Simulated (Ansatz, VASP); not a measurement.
# C: VASP beside Ansatz

```
C
1.0
     0.00000    2.12700    3.34800
     1.22800    0.00000    3.34800
     1.22800    2.12700    0.00000
C
2
Direct
  0.16667 0.83333 0.16667
  0.83333 0.16667 0.83333
```

Alike in both runs: task single point; functional PBE; k mesh 14 × 14 × 14; occupations fermi-dirac, width 0.05 eV; no spin polarisation.

```csv
,VASP,Ansatz
version,VASP 6.6.1,Ansatz 0.2.0
potentials or method,"VASP PAW PBE potentials, release 64 (C), cutoff 520 eV","all-electron LAPW, scalar-relativistic"
```

```csv
,VASP,Ansatz,Ansatz less VASP
pressure (GPa),5.1,4.5,-0.53
"traceless stress, the component that is largest in VASP (GPa)",-1.11,-0.50,+0.610
rms of the force components (eV/Å),0.017,0.017,0.0000
```

Atom by atom the forces differ by 0.000 eV/Å (rms over components). Ansatz ran all-electron here, and VASP with PAW potentials.
